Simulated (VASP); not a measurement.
# SnSe (zincblende type) (F-43m) in VASP: a series of runs

The runs below take SnSe (zincblende type) through single point, with PBEsol.

Everything below comes from runs of VASP 6.6.1. Logs are shortened: lines on timing, memory, paths and dates and some standing lists are left out, and cuts for length are marked.

**1. The cell of the first run**

The structure is cubic, space group F-43m (No. 216). Conventional cell: a = 6.175 Å, b = 6.175 Å, c = 6.175 Å, α = 90.00°, β = 90.00°, γ = 90.00°. Sn (site symmetry -43m) has 4 Se at 2.67 Å within 3.5 Å. Se (site symmetry -43m) has 4 Sn at 2.67 Å within 3.5 Å.

**2. Single point, PBEsol (volume scaled by 0.8)**

INCAR reads:

```
SYSTEM = SnSe
PREC     = Accurate       ! precision mode
ENCUT    = 520            ! plane-wave cutoff, eV
EDIFF    = 1E-6           ! SCF threshold, eV
ISMEAR   = -1             ! smearing method
SIGMA    = 0.08           ! smearing width, eV
LREAL    = .False.        ! projectors in reciprocal space
LASPH    = .True.         ! aspherical terms in the spheres
NELM     = 100            ! most SCF steps
ALGO     = Normal         ! electronic algorithm
ISIF     = 2              ! what is computed and relaxed
LWAVE    = .False.        ! write WAVECAR
LCHARG   = .True.         ! write CHGCAR
GGA      = PS             ! functional
LELF     = .True.         ! ELF
LVHAR    = .True.       
NBANDS   = 17             ! bands
```

KPOINTS reads:

```
regular mesh
0
Gamma
  12 12 12
  0 0 0
```

POSCAR reads:

```
SnSe
1.0
    0.0000000000      3.0873279245      3.0873279245
    3.0873279245      0.0000000000      3.0873279245
    3.0873279245      3.0873279245      0.0000000000
Sn Se
1 1
Direct
    0.0000000000      0.0000000000      0.0000000000
    0.2500000000      0.2500000000      0.2500000000
```

Potentials or basis: VASP PAW PBE potentials, release 64 (Sn_d, Se).

Started as:

```
> cat potpaw_PBE.64/Sn_d/POTCAR potpaw_PBE.64/Se/POTCAR > POTCAR
> mpirun -np 1 vasp_std > vasp.out
```

OUTCAR:

```text
SYSTEM = SnSe
   PREC = Accurate
   ENCUT = 520
   EDIFF = 1E-6
   ISMEAR = -1
   LREAL = .False.
   LASPH = .True.
   NELM = 100
   ISIF = 2
   GGA = PS

 ion  position               nearest neighbor table
   1  0.000  0.000  0.000-   2 2.67   2 2.67   2 2.67   2 2.67
   2  0.250  0.250  0.250-   1 2.67   1 2.67   1 2.67   1 2.67

  LATTYP: Found a face centered cubic cell.
 ALAT       =     6.1746558490

  Lattice vectors:

 A1 = (   0.0000000000,   3.0873279245,   3.0873279245)
 A2 = (   3.0873279245,   0.0000000000,   3.0873279245)
 A3 = (   3.0873279245,   3.0873279245,   0.0000000000)

Analysis of symmetry for initial positions (statically):
=====================================================================
 Subroutine PRICEL returns:
 Original cell was already a primitive cell.

 Routine SETGRP: Setting up the symmetry group for a
 face centered cubic supercell.

 Subroutine GETGRP returns: Found 24 space group operations
 (whereof 24 operations were pure point group operations)
 out of a pool of 48 trial point group operations.

The static configuration has the point symmetry T_d .

Analysis of symmetry for dynamics (positions and initial velocities):
=====================================================================
 Subroutine PRICEL returns:
 Original cell was already a primitive cell.

 Routine SETGRP: Setting up the symmetry group for a
 face centered cubic supercell.

 Subroutine GETGRP returns: Found 24 space group operations
 (whereof 24 operations were pure point group operations)
 out of a pool of 48 trial point group operations.

The dynamic configuration has the point symmetry T_d .

 Subroutine INISYM returns: Found 24 space group operations
 (whereof 24 operations are pure point group operations),
 and found     1 'primitive' translations

----------------------------------------------------------------------------------------

                                     Primitive cell

  volume of cell :      58.8543

  direct lattice vectors                    reciprocal lattice vectors
     0.000000000  3.087327924  3.087327924    -0.161952346  0.161952346  0.161952346
     3.087327924  0.000000000  3.087327924     0.161952346 -0.161952346  0.161952346
     3.087327924  3.087327924  0.000000000     0.161952346  0.161952346 -0.161952346

  length of vectors
     4.366141022  4.366141022  4.366141022     0.280509692  0.280509692  0.280509692
[... 72 lines left out ...]
   PREC   = accura    normal or accurate (medium, high low for compatibility)
   ISTART =      0    job   : 0-new  1-cont  2-samecut
   ICHARG =      2    charge: 1-file 2-atom 10-const
   ISPIN  =      1    spin polarized calculation?
   LNONCOLLINEAR =      F non collinear calculations
   LSORBIT =      F    spin-orbit coupling
   LASPH  =      T    aspherical Exc in radial PAW
   ENCUT  =  520.0 eV  38.22 Ry    6.18 a.u.   8.12  8.12  8.12*2*pi/ulx,y,z
   NELM   =    100;   NELMIN=  2; NELMDL= -5     # of ELM steps
   EDIFF  = 0.1E-05   stopping-criterion for ELM
   LREAL  =      F    real-space projection
   EDIFFG = 0.1E-04   stopping-criterion for IOM
   NSW    =      0    number of steps for IOM
   IBRION =     -1    ionic relax: 0-MD 1-quasi-New 2-CG
   NFREE  =      0    steps in history (QN), initial steepest desc. (CG)
   ISIF   =      2    stress and relaxation
   ISYM   =      2    0-nonsym 1-usesym 2-fastsym
   POTIM  = 0.5000    time-step for ionic-motion
   TEBEG  =    0.0;   TEEND  =   0.0 temperature during run
   PSTRESS=    0.0 pullay stress
   NELECT =      20.0000    total number of electrons
   NUPDOWN=      -1.0000    fix difference up-down
   EMIN   =  10.00;   EMAX   =-10.00  energy-range for DOS
   EFERMI =   0.00;   METHOD = LEGACY
   ISMEAR =    -1;   SIGMA  =   0.08  broadening in eV -4-tet -1-fermi 0-gaus
   EFERMI_NEDOS =   21; number of points for ismear=-14 and -15
   IALGO  =     38    algorithm
   IMIX   =      4    mixing-type and parameters
     AMIX     =   0.40;   BMIX     =  1.00
     AMIX_MAG =   1.60;   BMIX_MAG =  1.00
  volume/ion in A,a.u.               =      29.43       198.58
  Fermi-wavevector in a.u.,A,eV,Ry     =   1.142419  2.158859 17.757250  1.305121
  Thomas-Fermi vector in A             =   2.279117
   LORBIT       =      0    0 simple, 1 ext, 2 COOP (PROOUT), +10 PAW based schemes
   GGA     = PS    functional components
   LHFCALC =     F    Hartree Fock is set to
   AEXX    =    0.0000 exact exchange contribution
   IVDW    =     0    specifies the selected vdW correction
   LEPSILON=     F    determine dielectric tensor
   LRPA    =     F    only Hartree local field effects (RPA)
 non-spin polarized calculation
  energy-cutoff  :      520.00
  volume of cell :       58.85
 maximum number of plane-waves:      1604
   NGX = 17   NGY = 17   NGZ = 17

 number of electron      19.9999995 magnetization

 Free energy of the ion-electron system (eV)
  ---------------------------------------------------
  ext. energy  EPLUGINS =         0.00000000
  ---------------------------------------------------
  free energy    TOTEN  =        -7.90756978 eV

  energy without entropy =       -7.89297837  energy(sigma->0) =       -7.90027408

 E-fermi :   5.2351     XC(G=0):  -9.2071

 val. band max:        5.2342814701   @ k =   0.3333   0.2500   0.0000
 cond. band min:       5.3209351672   @ k =  -0.4167   0.4167   0.1667
 fundamental gap:      0.0866536972
 Fermi energy:         5.2351376200

 k-point     1 :       0.0000    0.0000    0.0000
  band No.  band energies     occupation
      1     -16.5677      2.00000
      2     -16.5677      2.00000
      3     -16.5677      2.00000
      4     -16.5192      2.00000
      5     -16.5192      2.00000
      6      -9.7189      2.00000
[... 457 lines left out ...]
      4     -16.5187      2.00000
      5     -16.5173      2.00000
      6      -8.7722      2.00000
[... 9 lines left out ...]
     16      13.0968      0.00000
     17      14.5165      0.00000

 [... further k-points ...]
[... 5 lines left out ...]
  --------------------------------------------------------------------------------------
  -------------------------------------------------------------------------------------
  Total        3.9198070      3.9198070      3.9198070      0.0000000      0.0000000      0.0000000
  in kB      106.7080022    106.7080022    106.7080022      0.0000000      0.0000000      0.0000000
  external PRESSURE =     106.7080022 kB  Pullay stress =       0.0000000 kB

 VOLUME and BASIS-vectors are now :
 -----------------------------------------------------------------------------
  energy-cutoff  :      520.00
  volume of cell :       58.85
      direct lattice vectors                 reciprocal lattice vectors
     0.000000000  3.087327924  3.087327924    -0.161952346  0.161952346  0.161952346
     3.087327924  0.000000000  3.087327924     0.161952346 -0.161952346  0.161952346
     3.087327924  3.087327924  0.000000000     0.161952346  0.161952346 -0.161952346

 POSITION                                       TOTAL-FORCE (eV/Angst)
 -----------------------------------------------------------------------------------
      0.00000      0.00000      0.00000         0.000000      0.000000      0.000000
      1.54366      1.54366      1.54366        -0.000000     -0.000000     -0.000000
 -----------------------------------------------------------------------------------
    total drift:                               -0.000000     -0.000000      0.000000

  FREE ENERGIE OF THE ION-ELECTRON SYSTEM (eV)
  ---------------------------------------------------
  free  energy   TOTEN  =        -7.9075697799 eV

  energy  without entropy=       -7.8929783746  energy(sigma->0) =       -7.90027408
```

OSZICAR:

```text
N       E                     dE             d eps       ncg     rms          rms(c)
DAV:   1     0.135454949024E+03    0.13545E+03   -0.97025E+03  2481   0.139E+03
DAV:   2     0.532315525074E+01   -0.13013E+03   -0.12626E+03  2632   0.338E+02
DAV:   3    -0.772604471069E+01   -0.13049E+02   -0.12917E+02  3005   0.974E+01
DAV:   4    -0.806848615367E+01   -0.34244E+00   -0.34192E+00  2975   0.169E+01
DAV:   5    -0.807864994193E+01   -0.10164E-01   -0.10163E-01  3524   0.278E+00    0.548E+00
DAV:   6    -0.792064222978E+01    0.15801E+00   -0.34102E-01  3679   0.365E+00    0.349E+00
DAV:   7    -0.790919057623E+01    0.11452E-01   -0.64784E-02  2918   0.121E+00    0.120E+00
DAV:   8    -0.790757076640E+01    0.16198E-02   -0.57241E-03  3126   0.623E-01    0.192E-01
DAV:   9    -0.790756625299E+01    0.45134E-05   -0.63761E-04  3121   0.205E-01    0.934E-02
DAV:  10    -0.790756604905E+01    0.20394E-06   -0.55337E-05  2719   0.482E-02    0.185E-02
DAV:  11    -0.790757009851E+01   -0.40495E-05   -0.12300E-05  3355   0.253E-02    0.137E-02
DAV:  12    -0.790756977990E+01    0.31861E-06   -0.77573E-07  1844   0.926E-03
   1 F= -.79075698E+01 E0= -.79002741E+01  d E =-.145914E-01
```

stdout:

```text
POSCAR found type information on POSCAR SnSe
 POSCAR found :  2 types and       2 ions
 scaLAPACK will be used
 -----------------------------------------------------------------------------
|                                                                             |
|                                                                             |
|     You enforced a specific xc type in the INCAR file but a different       |
|     I HOPE YOU KNOW WHAT YOU ARE DOING!                                     |
|                                                                             |
 -----------------------------------------------------------------------------

 LDA part: xc-table for (Slater+PW92), standard interpolation
 POSCAR, INCAR and KPOINTS ok, starting setup
 FFT: planning ... GRIDC
 FFT: planning ... GRID_SOFT
 FFT: planning ... GRID
 WAVECAR not read
 entering main loop
```

Wall time 48 s (1 thread of Intel Xeon 6975P-C, shared host); peak memory 0.22 GiB.

What came out:

```yaml
Free_energy: -7.9076 eV
Pressure: 10.7 GPa
Band_gap_on_the_k_mesh: zero (band 10 reaches 5.78 eV, above the bottom of band 11 at 4.59 eV)
```

Levels at points of the mesh, in eV from the Fermi level:
```tsv
k point	band 8	band 9	band 10	band 11	band 12	band 13
(0.00, 0.00, 0.00)	-3.07	-3.07	-3.07	1.35	1.35	1.35
(0.50, 0.00, 0.00)	-3.78	-3.78	-2.36	2.20	2.20	4.04
(0.50, 0.50, 0.00)	-4.75	-4.75	-0.71	-0.65	5.53	5.53
```

Caveat: the PAW data sets were made with another functional, which shifts forces and pressure a little; spin-orbit coupling is left out, which moves the levels of the heavy elements.

**3. Single point, PBEsol (volume scaled by 0.88)**

INCAR reads:

```
PREC = Accurate
ENCUT = 520
EDIFF = 1E-7
ISMEAR = -1
SIGMA = 0.08
LREAL = F
LASPH = T
NELM = 100
ALGO = Normal
ISIF = 2
LWAVE = F
LCHARG = T
GGA = PS
LELF = T
LVHAR = T
NBANDS = 17
```

KPOINTS reads:

```
regular mesh
0
Gamma
  12 12 12
```

POSCAR reads:

```
SnSe
1.0
    0.0000000000      3.1869872263      3.1869872263
    3.1869872263      0.0000000000      3.1869872263
    3.1869872263      3.1869872263      0.0000000000
Sn Se
1 1
Direct
    0.0000000000      0.0000000000      0.0000000000
    0.2500000000      0.2500000000      0.2500000000
```

Potentials or basis: VASP PAW PBE potentials, release 64 (Sn_d, Se).

Started as:

```
> cat potpaw_PBE.64/Sn_d/POTCAR potpaw_PBE.64/Se/POTCAR > POTCAR
> mpirun -np 1 vasp_std > vasp.out
```

Run time: 83 s. Hardware: 1 thread of Intel Xeon 6975P-C, shared host; peak memory 0.26 GiB.

Results (log left out):

```
Free energy            : -8.1920 eV
Pressure               : 5.1 GPa
Band gap on the k mesh : zero (band 10 reaches 4.61 eV, above the bottom of band 11 at 3.88 eV)
```

Levels at points of the mesh, in eV from the Fermi level:
| k point | band 7 | band 8 | band 9 | band 10 | band 11 | band 12 | band 13 | band 14 |
| --- | --- | --- | --- | --- | --- | --- | --- | --- |
| (0.00, 0.00, 0.00) | -4.92 | -2.77 | -2.77 | -2.77 | 1.41 | 1.41 | 1.41 | 4.84 |
| (0.50, 0.00, 0.00) | -7.82 | -3.40 | -3.40 | -2.33 | 2.23 | 2.23 | 3.79 | 6.30 |
| (0.50, 0.50, 0.00) | -8.10 | -4.26 | -4.26 | -0.67 | -0.40 | 5.07 | 5.07 | 5.69 |

Caveat: the PAW data sets were made with another functional, which shifts forces and pressure a little; spin-orbit coupling is left out, which moves the levels of the heavy elements.

**4. Single point, PBEsol (volume scaled by 0.88)**

INCAR reads:

```
SYSTEM = SnSe
PREC = Accurate ; ENCUT = 520
EDIFF = 1E-7 ; ISMEAR = -1
SIGMA = 0.08 ; LREAL = .False.
LASPH = .True. ; NELM = 100
ALGO = Normal ; ISIF = 2
LWAVE = .False. ; LCHARG = .False.
GGA = PS ; NBANDS = 17
```

KPOINTS reads:

```
Automatic mesh
0
Gamma
  12 12 12
  0 0 0
```

POSCAR is that of step 3.

Started as:

```
> cat potpaw_PBE.64/Sn_d/POTCAR potpaw_PBE.64/Se/POTCAR > POTCAR
> mpirun -np 1 vasp_std > vasp.out
```

Wall time 79 s (1 thread of Intel Xeon 6975P-C, shared host); peak memory 0.26 GiB.

The run converged. Its results:

```
Free energy            : -8.1920 eV
Pressure               : 5.1 GPa
Band gap on the k mesh : zero (band 10 reaches 4.61 eV, above the bottom of band 11 at 3.88 eV)
```

Levels at points of the mesh, in eV from the Fermi level:
```csv
k point,band 7,band 8,band 9,band 10,band 11,band 12,band 13,band 14
"(0.00, 0.00, 0.00)",-4.92,-2.77,-2.77,-2.77,1.41,1.41,1.41,4.84
"(0.50, 0.00, 0.00)",-7.82,-3.40,-3.40,-2.33,2.23,2.23,3.79,6.30
"(0.50, 0.50, 0.00)",-8.10,-4.26,-4.26,-0.67,-0.40,5.07,5.07,5.69
```

Caveat: the PAW data sets were made with another functional, which shifts forces and pressure a little; spin-orbit coupling is left out, which moves the levels of the heavy elements.

(Continued in part 2 of 2.)
